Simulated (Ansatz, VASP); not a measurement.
One calculation of MgS, two programs

Contents of INCAR:

```
SYSTEM = MgS
  PREC = Accurate
  ENCUT = 520
  EDIFF = 1E-7
  ISMEAR = 0
  SIGMA = 0.05
  LREAL = .False.
  LASPH = .True.
  NELM = 100
  ALGO = Normal
  ISIF = 2
  LWAVE = .False.
  LCHARG = .False.
  GGA = CA
  NBANDS = 11
```

The input KPOINTS:

```
regular mesh
0
Gamma
  8 8 8
  0 0 0
```

POSCAR

```
MgS
1.0
    0.0000000000      2.5366087500      2.4715675000
    2.5366087500      0.0000000000      2.4715675000
    2.5366087500      2.5366087500      0.0000000000
Mg S
1 1
Direct
    0.0000000000      0.0000000000      0.0000000000
    0.5000000000      0.5000000000      0.5000000000
```

Input for Ansatz:

```yaml
crystal:
  lattice:
    - [0.0, 2.53660875, 2.4715675]
    - [2.53660875, 0.0, 2.4715675]
    - [2.53660875, 2.53660875, 0.0]
  atoms:
    - { symbol: Mg, position: [0.0, 0.0, 0.0] }
    - { symbol: S, position: [0.5, 0.5, 0.5] }
basis:
  ecutwfc: 420
kpoints:
  mp_grid: { grid: [8, 8, 8] }
hamiltonian:
  xc: lda
scf:
  occupations: { method: gaussian, width: 0.05 }
output:
  forces: true
  stress: true
  eigenvalues: true
```

Change from the starting cell: strain -0.025 along x and y, -0.050 along z, atoms carried along.

Alike in both runs: task single point; functional LDA; k mesh 8 × 8 × 8; occupations gaussian, width 0.05 eV; no spin polarisation.

|  | VASP | Ansatz |
| --- | --- | --- |
| version | VASP 6.6.1 | Ansatz 0.2.0 |
| potentials or method | VASP PAW LDA potentials, release 64 (Mg, S), cutoff 520 eV | scalar-relativistic, plane waves, PAW |
| valence electrons in the cell | 8 | 16 |

|  | VASP | Ansatz | Ansatz less VASP |
| --- | --- | --- | --- |
| gap on the k mesh at the Fermi level (eV) | 2.63 | 2.63 | -0.005 |
| least direct gap on the mesh (eV) | 4.30 | 4.29 | -0.016 |
| pressure (GPa) | 5.1 | 5.7 | +0.62 |
| traceless stress, the component that is largest in VASP (GPa) | 2.94 | 2.92 | -0.016 |

LDA's correlation is that of Perdew and Zunger in VASP and of Perdew and Wang (1992) in Ansatz. VASP's potentials hold 8 valence electrons a cell and Ansatz's 16, so a difference there can come from the potentials and not from the codes.
